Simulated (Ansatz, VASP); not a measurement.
## Cd3HgTe4: VASP beside Ansatz

```
Cd Te Hg
1.0
    -3.28059    3.28059    6.56201
     3.28059   -3.28059    6.56201
     3.28059    3.28059   -6.56201
Cd Te Hg
3 4 1
Direct
  0.75000 0.25000 0.50000
  0.50000 0.50000 0.00000
  0.25000 0.75000 0.50000
  0.12530 0.62403 0.00000
  0.87470 0.87470 0.49874
  0.62403 0.12530 0.00000
  0.37597 0.37597 0.50126
  0.00000 0.00000 0.00000
```

Alike in both runs: task single point; functional r2SCAN; k mesh 4 × 4 × 4; no spin polarisation.

```csv
,VASP,Ansatz
version,VASP 6.6.1,Ansatz 0.2.0
potentials or method,"VASP PAW PBE potentials, release 64 (Cd, Te, Hg)","plane waves, PAW"
plane-wave cutoff (eV),520,500
occupations,"gaussian, width 0.01 eV",fixed
valence electrons in the cell,72,144
```

```tsv
	VASP	Ansatz	Ansatz less VASP
gap on the k mesh at the Fermi level (eV)	0.71	0.72	+0.009
pressure (GPa)	0.1	0.0	-0.09
```

VASP's potentials were made for PBE, not for r2SCAN. VASP's potentials hold 72 valence electrons a cell and Ansatz's 144, so a difference there can come from the potentials and not from the codes.

Spin-orbit coupling is off throughout.
